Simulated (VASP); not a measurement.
Input of a VASP 6.6.1 run:

Contents of POSCAR:

```
PbS
1.0
    2.1083253776     -5.8692756801      0.0000000000
    2.1083253776      5.8692756801      0.0000000000
    0.0000000000      0.0000000000      4.2604423679
Pb S
2 2
Direct
    0.8710879168      0.1289120832      0.7500000000
    0.1289120832      0.8710879168      0.2500000000
    0.6432979777      0.3567020223      0.7500000000
    0.3567020223      0.6432979777      0.2500000000
```

The input INCAR.step1:

```
SYSTEM = PbS
  PREC = Accurate
  ENCUT = 520
  ISMEAR = 0
  SIGMA = 0.01
  LREAL = .False.
  LASPH = .True.
  NELM = 60
  NBANDS = 28
  GGA = PE
  ALGO = Normal
  EDIFF = 1E-4
  LWAVE = .True.
  LCHARG = .False.
```

The input INCAR.step2:

```
SYSTEM = PbS
  PREC = Accurate
  ENCUT = 520
  EDIFF = 1E-6
  ISMEAR = 0
  SIGMA = 0.01
  LREAL = .False.
  LASPH = .True.
  NELM = 60
  ALGO = Normal
  ISIF = 2
  LWAVE = .False.
  LCHARG = .False.
  METAGGA = R2SCAN
  LMIXTAU = .True.
  NBANDS = 28
  ISTART = 1
```

The input KPOINTS:

```
regular mesh
0
Gamma
  6 6 6
  0 0 0
```

Potentials or basis: VASP PAW PBE potentials, release 64 (Pb_d, S).

Launch:

```bash
$ cat potpaw_PBE.64/Pb_d/POTCAR potpaw_PBE.64/S/POTCAR > POTCAR
$ cp INCAR.step1 INCAR
$ mpirun -np 1 vasp_std > vasp.out
$ cp INCAR.step2 INCAR
$ mpirun -np 1 vasp_std > vasp.out
```

(1) What does it give for the band gap on the k mesh?

(2) What does it give for the pressure?

(3) What does it give for the largest force?

## Answers

(1) 1.61 eV (least direct gap 1.68 eV).

(2) 0.0 GPa.

(3) 0.022 eV/Å.

Caveat: the cell differs from its parent crystal (uniaxial x strain +2.2%); the PAW data sets were made with another functional, which shifts forces and pressure a little; spin-orbit coupling is left out, which moves the levels of the heavy elements.
